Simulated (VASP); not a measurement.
Input of a VASP 6.6.1 run:

INCAR

```
PREC = Accurate
ENCUT = 520
EDIFF = 1E-7
ISMEAR = 0
SIGMA = 0.05
LREAL = F
LASPH = T
NELM = 80
ALGO = Normal
ISIF = 2
LWAVE = F
LCHARG = F
GGA = PE
NBANDS = 11
```

The input KPOINTS:

```
Automatic mesh
0
Gamma
  10 10 10
```

POSCAR

```
Si
1.0
    0.0000000000      2.7347606505      2.7347606505
    2.7347606505      0.0000000000      2.7347606505
    2.7347606505      2.7347606505      0.0000000000
Si
2
Direct
    0.5000000000      0.5000000000      0.5000000000
    0.7500000000      0.7500000000      0.7500000000
```

Potentials or basis: VASP PAW PBE potentials, release 64 (Si).

Run with:

```console
$ cat potpaw_PBE.64/Si/POTCAR > POTCAR
$ mpirun -np 1 vasp_std > vasp.out
```

Task: What does it give for the pressure?

Result: 0.0 GPa.

Task: What does it give for the band gap on the k mesh?

Result: 0.62 eV, indirect (least direct gap 2.56 eV).

A k mesh can miss the band edges. Expect the measured gap to be larger: semilocal functionals such as PBE lack the derivative discontinuity.
